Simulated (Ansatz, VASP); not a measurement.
# One calculation of OsBr3, two programs

File INCAR:

```
PREC = Accurate
ENCUT = 520
EDIFF = 1E-6
ISMEAR = 0
SIGMA = 0.05
LREAL = F
LASPH = T
NELM = 150
ALGO = Normal
ISIF = 2
LWAVE = F
LCHARG = F
ISPIN = 2
MAGMOM = 1.3 0 0 0
LORBIT = 11
LMAXMIX = 4
GGA = PS
NBANDS = 26
```

Contents of KPOINTS:

```
regular mesh
0
Gamma
  6 6 6
```

The input POSCAR:

```
OsBr3
1.0
    4.9580621107      0.0000000000      0.0000000000
    0.0000000000      4.9580621107      0.0000000000
    0.0000000000      0.0000000000      4.9580621107
Os Br
1 3
Direct
    0.0000000000      0.0000000000      0.0000000000
    0.5000000000      0.0000000000      0.0000000000
    0.0000000000      0.0000000000      0.5000000000
    0.0000000000      0.5000000000      0.0000000000
```

Input for Ansatz:

```yaml
crystal:
  lattice:
    - [4.9580621107, 0.0, 0.0]
    - [0.0, 4.9580621107, 0.0]
    - [0.0, 0.0, 4.9580621107]
  atoms:
    - { symbol: Os, position: [0.0, 0.0, 0.0], spin: 1.3 }
    - { symbol: Br, position: [0.5, 0.0, 0.0] }
    - { symbol: Br, position: [0.0, 0.0, 0.5] }
    - { symbol: Br, position: [0.0, 0.5, 0.0] }
basis:
  ecutwfc: 420
  ecutrho_ratio: 4
kpoints:
  mp_grid: { grid: [6, 6, 6] }
hamiltonian:
  xc: pbesol
scf:
  occupations: { method: gaussian, width: 0.05 }
output:
  forces: true
  stress: true
  eigenvalues: true
  populations: true
magnetization:
  spin_polarized: true
```

Alike in both runs: task single point; functional PBEsol; k mesh 6 × 6 × 6; occupations gaussian, width 0.05 eV; collinear spin.

|  | VASP | Ansatz |
| --- | --- | --- |
| version | VASP 6.6.1 | Ansatz 0.2.0 |
| potentials or method | VASP PAW PBE potentials, release 64 (Os, Br), cutoff 520 eV | scalar-relativistic, plane waves, PAW |
| valence electrons in the cell | 29 | 37 |

|  | VASP | Ansatz | Ansatz less VASP |
| --- | --- | --- | --- |
| gap on the k mesh at the Fermi level (eV) | none | none | - |
| pressure (GPa) | 2.8 | 2.5 | -0.27 |
| net moment per atom (μB) | 0.50 | 0.50 | 0.000 |
| size of the moment on the site where the two differ most (μB) | 1.40 | 1.17 | -0.231 |

VASP's potentials were made for PBE, not for PBEsol. Site moments also hang on the region over which each program counts them. A gap of «none» marks a metal or a gap that the smearing closes. With one functional, cell and mesh, what is left measures potentials, basis and numerics. VASP's potentials hold 29 valence electrons a cell and Ansatz's 37, so a difference there can come from the potentials and not from the codes.

Neither program's run includes spin-orbit coupling.
